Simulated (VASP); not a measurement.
Input of a VASP 6.6.1 run:

Contents of INCAR:

```
PREC     = Accurate       # precision mode
ENCUT    = 520            # plane-wave cutoff, eV
EDIFF    = 1E-7           # SCF threshold, eV
ISMEAR   = 0              # smearing method
SIGMA    = 0.05           # smearing width, eV
LREAL    = F              # projectors in reciprocal space
LASPH    = T              # aspherical terms in the spheres
NELM     = 100            # most SCF steps
ALGO     = Normal         # electronic algorithm
ISIF     = 2              # what is computed and relaxed
LWAVE    = F              # write WAVECAR
LCHARG   = F              # write CHGCAR
GGA      = PS             # functional
NBANDS   = 14             # bands
```

KPOINTS

```
regular mesh
0
Gamma
  6 6 6
```

POSCAR

```
NaCl
1.0
    3.3621024000      0.0000000000      0.0000000000
    0.0000000000      3.3621024000      0.0000000000
    0.0000000000      0.0000000000      3.7823652000
Na Cl
1 1
Direct
    0.0000000000      0.0000000000      0.0000000000
    0.5000000000      0.5000000000      0.5000000000
```

Potentials or basis: VASP PAW PBE potentials, release 64 (Na_pv, Cl).

Run with:

```console
$ cat potpaw_PBE.64/Na_pv/POTCAR potpaw_PBE.64/Cl/POTCAR > POTCAR
$ mpirun -np 1 vasp_std > vasp.out
```

(1) Predict the pressure.

(2) What does it give for the band gap on the k mesh?

Answers

(1) -0.9 GPa.

(2) 3.35 eV (least direct gap 3.79 eV).

Caveat: the cell differs from its parent crystal (strain -0.040 along x and y, +0.080 along z); the PAW data sets were made with another functional, which shifts forces and pressure a little.
